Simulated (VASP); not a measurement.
# SiO2 (rutile type) (P4_2/mnm) in VASP: relaxation of shape and atoms at fixed volume with LDA

Aim: the relaxation of shape and atoms at fixed volume of SiO2 (rutile type) with LDA.

All numbers are computed with VASP 6.6.1; they aren't measurements. Logs are shortened: lines on timing, memory, paths and dates and some standing lists are left out, and cuts for length are marked.

## 1. The cell of the first run

It takes space group P4_2/mnm (No. 136, tetragonal). The conventional cell has a = 3.724 Å, b = 3.724 Å, c = 2.385 Å, α = 90.00°, β = 90.00°, γ = 90.00°. Within 2.1 Å of Si (site symmetry mmm) lie 6 O at 1.57 to 1.61 Å. Within 2.1 Å of O (site symmetry m2m) lie 3 Si at 1.57 to 1.61 Å and 1 O at 2.05 Å.

## 2. Relaxation of shape and atoms at fixed volume, LDA

INCAR

```
ALGO     = Normal         # electronic algorithm
EDIFF    = 1E-7           # SCF threshold, eV
EDIFFG   = -0.005         # ionic threshold
ENCUT    = 600            # plane-wave cutoff, eV
GGA_COMPAT= False        
IBRION   = 2              # ionic algorithm
ISIF     = 4              # what is computed and relaxed
ISMEAR   = -1             # smearing method
LASPH    = True           # aspherical terms in the spheres
LCHARG   = False          # write CHGCAR
LREAL    = False          # projectors in reciprocal space
LWAVE    = False          # write WAVECAR
NELM     = 120            # most SCF steps
NELMIN   = 4            
NSW      = 50             # ionic steps
PREC     = Accurate       # precision mode
SIGMA    = 0.08           # smearing width, eV
```

KPOINTS

```
k-points
0
Gamma
  8 8 11
```

POSCAR

```
SiO2
1.0
    3.7239195298      0.0000000000      0.0000000000
    0.0000000000      3.7239195298      0.0000000000
    0.0000000000      0.0000000000      2.3853991053
Si O
2 4
Direct
    0.0000000000      0.0000000000      0.0000000000
    0.5000000000      0.5000000000      0.5000000000
    0.3055797227      0.3055797227      0.0000000000
    0.6944202773      0.6944202773      0.0000000000
    0.8055797227      0.1944202773      0.5000000000
    0.1944202773      0.8055797227      0.5000000000
```

Potentials or basis: VASP PAW LDA potentials, release 64 (Si, O).

Started as:

```
> cat potpaw_LDA.64/Si/POTCAR potpaw_LDA.64/O/POTCAR > POTCAR
> mpirun -np 1 vasp_std > vasp.out
```

OUTCAR:

```text
EDIFF = 1E-7
   EDIFFG = -0.005
   ENCUT = 600
   IBRION = 2
   ISIF = 4
   ISMEAR = -1
   LASPH = True
   LREAL = False
   NELM = 120
   NELMIN = 4
   NSW = 50
   PREC = Accurate

 ion  position               nearest neighbor table
   1  0.000  0.000  0.000-   5 1.57   6 1.57   5 1.57   6 1.57   3 1.61   4 1.61   2 2.89   2 2.89
                             2 2.89   2 2.89   2 2.89   2 2.89   2 2.89   2 2.89
   2  0.500  0.500  0.500-   3 1.57   4 1.57   3 1.57   4 1.57   5 1.61   6 1.61   1 2.89   1 2.89
                             1 2.89   1 2.89   1 2.89   1 2.89   1 2.89   1 2.89
   3  0.306  0.306  0.000-   2 1.57   2 1.57   1 1.61
   4  0.694  0.694  0.000-   2 1.57   2 1.57   1 1.61
   5  0.806  0.194  0.500-   1 1.57   1 1.57   2 1.61
   6  0.194  0.806  0.500-   1 1.57   1 1.57   2 1.61

  LATTYP: Found a simple tetragonal cell.
 ALAT       =     3.7239195298
 C/A-ratio  =     0.6405613994

  Lattice vectors:

 A1 = (   3.7239195298,   0.0000000000,   0.0000000000)
 A2 = (   0.0000000000,   3.7239195298,   0.0000000000)
 A3 = (   0.0000000000,   0.0000000000,   2.3853991053)

Analysis of symmetry for initial positions (statically):
=====================================================================
 Subroutine PRICEL returns:
 Original cell was already a primitive cell.

 Routine SETGRP: Setting up the symmetry group for a
 simple tetragonal supercell.

 Subroutine GETGRP returns: Found 16 space group operations
 (whereof  8 operations were pure point group operations)
 out of a pool of 16 trial point group operations.

The static configuration has the point symmetry D_2h.
 The point group associated with its full space group is D_4h.

Analysis of symmetry for dynamics (positions and initial velocities):
=====================================================================
 Subroutine PRICEL returns:
 Original cell was already a primitive cell.

 Routine SETGRP: Setting up the symmetry group for a
 simple tetragonal supercell.

 Subroutine GETGRP returns: Found 16 space group operations
 (whereof  8 operations were pure point group operations)
 out of a pool of 16 trial point group operations.

The dynamic configuration has the point symmetry D_2h.
 The point group associated with its full space group is D_4h.

 Subroutine INISYM returns: Found 16 space group operations
 (whereof  8 operations are pure point group operations),
 and found     1 'primitive' translations

----------------------------------------------------------------------------------------

                                     Primitive cell

  volume of cell :      33.0797

  direct lattice vectors                    reciprocal lattice vectors
     3.723919530  0.000000000  0.000000000     0.268534267  0.000000000  0.000000000
     0.000000000  3.723919530  0.000000000     0.000000000  0.268534267  0.000000000
     0.000000000  0.000000000  2.385399105     0.000000000  0.000000000  0.419217060

  length of vectors
     3.723919530  3.723919530  2.385399105     0.268534267  0.268534267  0.419217060

  position of ions in fractional coordinates (direct lattice)
     0.000000000  0.000000000  0.000000000
     0.500000000  0.500000000  0.500000000
     0.305579723  0.305579723  0.000000000
     0.694420277  0.694420277  0.000000000
     0.805579723  0.194420277  0.500000000
     0.194420277  0.805579723  0.500000000

  ion indices of the primitive-cell ions
   primitive index   ion index
                 1           1
                 2           2
                 3           3
                 4           4
                 5           5
                 6           6

----------------------------------------------------------------------------------------

 KPOINTS: k-points

Automatic generation of k-mesh.
 Grid dimensions read from file:
 generate k-points for:    8    8   11

 Generating k-lattice:

  Cartesian coordinates                     Fractional coordinates (reciprocal lattice)
     0.033566783  0.000000000  0.000000000     0.125000000  0.000000000  0.000000000
     0.000000000  0.033566783  0.000000000     0.000000000  0.125000000  0.000000000
     0.000000000  0.000000000  0.038110642     0.000000000  0.000000000  0.090909091

  Length of vectors
     0.033566783  0.033566783  0.038110642

  Shift w.r.t. Gamma in fractional coordinates (k-lattice)
     0.000000000  0.000000000  0.000000000

 Subroutine IBZKPT returns following result:
 ===========================================

 Found     90 irreducible k-points:

 Following reciprocal coordinates:
            Coordinates               Weight
  0.000000  0.000000  0.000000      1.000000
  0.125000  0.000000  0.000000      4.000000
  0.250000  0.000000  0.000000      4.000000
  0.375000  0.000000  0.000000      4.000000
  0.500000  0.000000  0.000000      2.000000
  0.125000  0.125000  0.000000      4.000000
[... 16 lines left out ...]
  0.375000  0.125000  0.090909     16.000000
  0.500000  0.125000  0.090909      8.000000
 [... further k-points ...]
   k-points           NKPTS =     90   k-points in BZ     NKDIM =     90   number of bands    NBANDS=     20
   number of dos      NEDOS =    301   number of ions     NIONS =      6
   total plane-waves  NPLWV =  18000
   dimension x,y,z NGX =    30 NGY =   30 NGZ =   20
   dimension x,y,z NGXF=    60 NGYF=   60 NGZF=   40
   ions per type =               2   4
   NGX,Y,Z   is equivalent  to a cutoff of  13.39, 13.39, 13.94 a.u.
   NGXF,Y,Z  is equivalent  to a cutoff of  26.79, 26.79, 27.88 a.u.
 SYSTEM =  unknown system
   PREC   = accura    normal or accurate (medium, high low for compatibility)
   ISTART =      0    job   : 0-new  1-cont  2-samecut
   ICHARG =      2    charge: 1-file 2-atom 10-const
   ISPIN  =      1    spin polarized calculation?
   LNONCOLLINEAR =      F non collinear calculations
   LSORBIT =      F    spin-orbit coupling
   LASPH  =      T    aspherical Exc in radial PAW
   ENCUT  =  600.0 eV  44.10 Ry    6.64 a.u.   7.44  7.44  4.76*2*pi/ulx,y,z
   NELM   =    120;   NELMIN=  4; NELMDL= -5     # of ELM steps
   EDIFF  = 0.1E-06   stopping-criterion for ELM
   LREAL  =      F    real-space projection
   EDIFFG = -.5E-02   stopping-criterion for IOM
   NSW    =     50    number of steps for IOM
   IBRION =      2    ionic relax: 0-MD 1-quasi-New 2-CG
   NFREE  =      1    steps in history (QN), initial steepest desc. (CG)
   ISIF   =      4    stress and relaxation
   ISYM   =      2    0-nonsym 1-usesym 2-fastsym
   POTIM  = 0.5000    time-step for ionic-motion
   TEBEG  =    0.0;   TEEND  =   0.0 temperature during run
   PSTRESS=    0.0 pullay stress
   NELECT =      32.0000    total number of electrons
   NUPDOWN=      -1.0000    fix difference up-down
   EMIN   =  10.00;   EMAX   =-10.00  energy-range for DOS
   EFERMI =   0.00;   METHOD = LEGACY
   ISMEAR =    -1;   SIGMA  =   0.08  broadening in eV -4-tet -1-fermi 0-gaus
   EFERMI_NEDOS =   21; number of points for ismear=-14 and -15
   IALGO  =     38    algorithm
   IMIX   =      4    mixing-type and parameters
     AMIX     =   0.40;   BMIX     =  1.00
     AMIX_MAG =   1.60;   BMIX_MAG =  1.00
  volume/ion in A,a.u.               =       5.51        37.21
  Fermi-wavevector in a.u.,A,eV,Ry     =   1.619090  3.059636 35.667019  2.621452
  Thomas-Fermi vector in A             =   2.713247
   LORBIT       =      0    0 simple, 1 ext, 2 COOP (PROOUT), +10 PAW based schemes
   GGA     = CA    functional components
   LHFCALC =     F    Hartree Fock is set to
   AEXX    =    0.0000 exact exchange contribution
   IVDW    =     0    specifies the selected vdW correction
   LEPSILON=     F    determine dielectric tensor
   LRPA    =     F    only Hartree local field effects (RPA)
 conjugate gradient relaxation of ions
 non-spin polarized calculation
  energy-cutoff  :      600.00
  volume of cell :       33.08
 maximum number of plane-waves:      1124
 NGX is ok and might be reduce to    30
   NGX = 15   NGY = 15   NGZ =  9

--------------------------------------- Ionic step        1  -------------------------------------------

 number of electron      32.0000019 magnetization

 Free energy of the ion-electron system (eV)
  ---------------------------------------------------
  ext. energy  EPLUGINS =         0.00000000
  ---------------------------------------------------
  free energy    TOTEN  =       -45.23330853 eV

  energy without entropy =      -45.23330853  energy(sigma->0) =      -45.23330853

------------------------ aborting loop because EDIFF is reached ----------------------------------------

  FORCE on cell =-STRESS in cart. coord.  units (eV):
  Direction    XX          YY          ZZ          XY          YZ          ZX
  --------------------------------------------------------------------------------------
  -------------------------------------------------------------------------------------
  Total       42.1833852     42.1833852     50.3570450      0.0000000      0.0000000      0.0000000
  in kB     2043.1035767   2043.1035767   2438.9853537      0.0000000      0.0000000      0.0000000
  external PRESSURE =    2175.0641690 kB  Pullay stress =       0.0000000 kB
[... 265 lines left out ...]
  energy  without entropy=      -45.5032375022  energy(sigma->0) =      -45.50323750

--------------------------------------- Ionic step        8  -------------------------------------------

 number of electron      31.9999967 magnetization

 Free energy of the ion-electron system (eV)
  ---------------------------------------------------
  ext. energy  EPLUGINS =         0.00000000
  ---------------------------------------------------
  free energy    TOTEN  =       -45.50331098 eV

  energy without entropy =      -45.50331098  energy(sigma->0) =      -45.50331098

 E-fermi :  15.2948     XC(G=0): -14.5833

 val. band max:       13.7536133668   @ k =   0.0000   0.0000   0.0000
 cond. band min:      20.5399129883   @ k =   0.0000   0.0000   0.0000
 fundamental gap:      6.7862996215
 Fermi energy:        15.2948399525

 k-point     1 :       0.0000    0.0000    0.0000
  band No.  band energies     occupation
      1     -12.8679      2.00000
      2      -7.1436      2.00000
      3      -7.1436      2.00000
      4      -6.2120      2.00000
      5       0.1258      2.00000
      6       3.6678      2.00000
[... 12 lines left out ...]
     19      24.4453      0.00000
[... 513 lines left out ...]
      4      -6.3379      2.00000
      5       1.9621      2.00000
      6       1.9621      2.00000
[... 12 lines left out ...]
     19      26.5072      0.00000
     20      26.5072      0.00000

 [... further k-points ...]

------------------------ aborting loop because EDIFF is reached ----------------------------------------

  FORCE on cell =-STRESS in cart. coord.  units (eV):
  Direction    XX          YY          ZZ          XY          YZ          ZX
  --------------------------------------------------------------------------------------
  -------------------------------------------------------------------------------------
  Total       43.5655523     43.5655523     43.5586183      0.0000000      0.0000000      0.0000000
  in kB     2110.0472423   2110.0472423   2109.7114006      0.0000000      0.0000000      0.0000000
  external PRESSURE =    2109.9352951 kB  Pullay stress =       0.0000000 kB
[... 21 lines left out ...]
  FREE ENERGIE OF THE ION-ELECTRON SYSTEM (eV)
  ---------------------------------------------------
  free  energy   TOTEN  =       -45.5033109751 eV

  energy  without entropy=      -45.5033109750  energy(sigma->0) =      -45.50331098

 reached required accuracy - stopping structural energy minimisation
```

Run time: 1.9 min. Hardware: 1 thread of Intel Xeon 6975P-C (Granite Rapids), shared host; peak memory 0.17 GiB.

Results:

* Free energy: -45.5033 eV
* Energy gained by relaxing: 45.0 meV/atom
* Ionic steps: 8
* Pressure after relaxing: 211.0 GPa
* Band gap on the k mesh: 6.79 eV, direct

Forces on the atoms (eV/Å):
```
Si   0.000  0.000  0.000
Si   0.000  0.000  0.000
O    0.002  0.002  0.000
O   -0.002 -0.002  0.000
O    0.002 -0.002  0.000
O   -0.002  0.002  0.000
```

Step by step:
| step | energy change (eV) | largest force (eV/Å) | pressure (GPa) | volume (Å³) |
| --- | --- | --- | --- | --- |
| 1 | 0.0000 | 3.1793 | 217.51 | 33.08 |
| 2 | 2.7380 | 11.6024 | 233.18 | 33.08 |
| 3 | -0.2667 | 0.0374 | 210.99 | 33.08 |
| 4 | -0.2668 | 0.1055 | 210.92 | 33.08 |
| 5 | -0.2698 | 0.0007 | 210.99 | 33.08 |
| 6 | -0.2700 | 0.0196 | 210.97 | 33.08 |
| 7 | -0.2699 | 0.0511 | 211.05 | 33.08 |
| 8 | -0.2700 | 0.0025 | 210.99 | 33.08 |

Final structure:
```cif
data_structure
_symmetry_space_group_name_H-M 'P 1'
_symmetry_Int_Tables_number 1
_cell_length_a 3.6954
_cell_length_b 3.6954
_cell_length_c 2.4224
_cell_angle_alpha 90.000
_cell_angle_beta 90.000
_cell_angle_gamma 90.000
_cell_volume 33.08
loop_
_atom_site_label
_atom_site_type_symbol
_atom_site_fract_x
_atom_site_fract_y
_atom_site_fract_z
_atom_site_occupancy
Si1 Si 0.00000 0.00000 0.00000 1
Si2 Si 0.50000 0.50000 0.50000 1
O1 O 0.29938 0.29938 0.00000 1
O2 O 0.70062 0.70062 0.00000 1
O3 O 0.79937 0.20062 0.50000 1
O4 O 0.20062 0.79937 0.50000 1
```
